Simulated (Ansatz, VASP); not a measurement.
Nb: VASP beside Ansatz

```xyz
1
Lattice="-1.7471 1.7471 1.7055 1.7471 -1.7471 1.7055 1.7471 1.7471 -1.7055" Properties=species:S:1:pos:R:3 pbc="T T T"
Nb    0.0000    0.0000    0.0000
```

Change from the starting cell: strain +0.050 along x and y, +0.025 along z, atoms carried along.

Alike in both runs: task single point; functional PBEsol; k mesh 20 × 20 × 20; occupations gaussian, width 0.15 eV; no spin polarisation.

```csv
,VASP,Ansatz
version,VASP 6.6.1,Ansatz 0.2.0
potentials or method,"VASP PAW PBE potentials, release 64 (Nb_sv), cutoff 520 eV","scalar-relativistic, plane waves, PAW"
valence electrons in the cell,13,13
```

|  | VASP | Ansatz | Ansatz less VASP |
| --- | --- | --- | --- |
| gap on the k mesh at the Fermi level (eV) | none | none | - |
| pressure (GPa) | -22.9 | -22.7 | +0.21 |
| traceless stress, the component that is largest in VASP (GPa) | 1.14 | 1.14 | +0.003 |

VASP's potentials were made for PBE, not for PBEsol. A gap of «none» marks a metal or a gap that the smearing closes.
